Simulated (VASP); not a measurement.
Wanted: the native input for a VASP 6.6.1 run.

```yaml
Task: relaxation of cell and atoms
Functional: LDA
Potentials_or_basis: VASP PAW LDA potentials, release 64 (Ba_sv, Al, Ge_d)
Cutoff: 600 eV
k_mesh: 12 × 12 × 8
Occupations: gaussian, width 0.1 eV
Spin: no spin polarisation
Dipole_correction: no
Further_INCAR_settings: ALGO = Normal; EDIFF = 1e-06; IBRION = 2; EDIFFG = -0.005; NSW = 100; ISIF = 3
```

The structure of BaAlGe lies in POSCAR:

```
BaAlGe
1.0
    4.3526167746      0.0000000000      0.0000000000
   -2.1763083873      3.7694766997      0.0000000000
    0.0000000000      0.0000000000      5.2277673000
Ba Al Ge
1 1 1
Direct
    0.0000000000      0.0000000000      0.0000000000
    0.6666666700      0.3333333300      0.5000000000
    0.3333333300      0.6666666700      0.5000000000
```

The input as run:

INCAR

```
PREC = Accurate ; ENCUT = 600
EDIFF = 1E-6 ; ISMEAR = 0
SIGMA = 0.1 ; LREAL = F
LASPH = T ; NELM = 100
ALGO = Normal ; ISIF = 3
LWAVE = F ; LCHARG = F
IBRION = 2 ; NSW = 100
EDIFFG = -0.005
```

KPOINTS

```
Automatic mesh
0
Gamma
  12 12 8
```

Potentials or basis: VASP PAW LDA potentials, release 64 (Ba_sv, Al, Ge_d).

Run with:

```bash
$ cat potpaw_LDA.64/Ba_sv/POTCAR potpaw_LDA.64/Al/POTCAR potpaw_LDA.64/Ge_d/POTCAR > POTCAR
$ mpirun -np 1 vasp_std > vasp.out
```

It gave:

```
Relaxed volume                        : 26.85 Å³/atom
Relaxed cell                          : a = 4.297 Å, b = 4.297 Å, c = 5.038 Å, α = 90.00°, β = 90.00°, γ = 120.00°
Space group after relaxing (to 0.1 Å) : P-6m2 (No. 187)
Energy gained by relaxing             : 16.3 meV/atom
Ionic steps                           : 12
Pressure after relaxing               : 0.0 GPa
Band gap on the k mesh                : zero (an odd number of electrons rules out a gap without spin polarisation)
```

Caveat: spin-orbit coupling is left out, which moves the levels of the heavy elements.

It took 11 min on 1 thread of Intel(R) Xeon(R) Platinum 8488C (Sapphire Rapids), on a shared host, peak memory 0.34 GiB.
